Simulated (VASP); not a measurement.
Wanted: the native input for a VASP 6.6.1 run.

| Quantity | Value |
| --- | --- |
| Task | relaxation of volume and atoms at fixed shape |
| Functional | PBEsol |
| Potentials or basis | VASP PAW PBE potentials, release 64 (Rh_pv) |
| Cutoff | 600 eV |
| k mesh | 6 × 6 × 6 |
| Occupations | fermi-dirac, width 0.05 eV |
| Spin | no spin polarisation |
| Dipole correction | no |
| Further INCAR settings | ALGO = Normal; EDIFF = 1e-06; IBRION = 2; EDIFFG = -0.02; NSW = 80; ISIF = 8 |

The structure of Rh lies in POSCAR:

```
Rh
1.0
    3.8000000000      0.0000000000      0.0000000000
    0.0000000000      3.8000000000      0.0000000000
    0.0000000000      0.0000000000      3.8000000000
Rh
4
Direct
    0.0000000000      0.0000000000      0.0000000000
    0.0000000000      0.5000000000      0.5000000000
    0.5000000000      0.0000000000      0.5000000000
    0.5000000000      0.5000000000      0.0000000000
```

The input as run:

INCAR

```
SYSTEM = Rh
ALGO = Normal ; EDIFF = 1E-6
EDIFFG = -0.02 ; ENCUT = 600
GGA = PS ; IBRION = 2
ISIF = 8 ; ISMEAR = -1
LASPH = .TRUE. ; LCHARG = .FALSE.
LREAL = .FALSE. ; LWAVE = .FALSE.
NELM = 80 ; NSW = 80
PREC = Accurate ; SIGMA = 0.05
```

KPOINTS

```
k-points
0
G
  6 6 6
  0 0 0
```

Potentials or basis: VASP PAW PBE potentials, release 64 (Rh_pv).

Command:

```bash
$ cat potpaw_PBE.64/Rh_pv/POTCAR > POTCAR
$ mpirun -np 1 vasp_std > vasp.out
```

It gave:

* Relaxed volume: 13.49 Å³/atom
* Relaxed cell: a = 3.779 Å, b = 3.779 Å, c = 3.779 Å, α = 90.00°, β = 90.00°, γ = 90.00°
* Space group after relaxing (to 0.05 Å): Fm-3m (No. 225)
* Energy gained by relaxing: 3.6 meV/atom
* Ionic steps: 3
* Pressure after relaxing: -0.1 GPa
* Band gap on the k mesh: zero (band 30 reaches 13.13 eV, above the bottom of band 31 at 10.96 eV)

Caveat: the PAW data sets were made with another functional, which shifts forces and pressure a little.

Run time: 120 s on 1 thread of Intel Xeon 6975P-C, with other jobs on the host, peak memory 0.19 GiB.
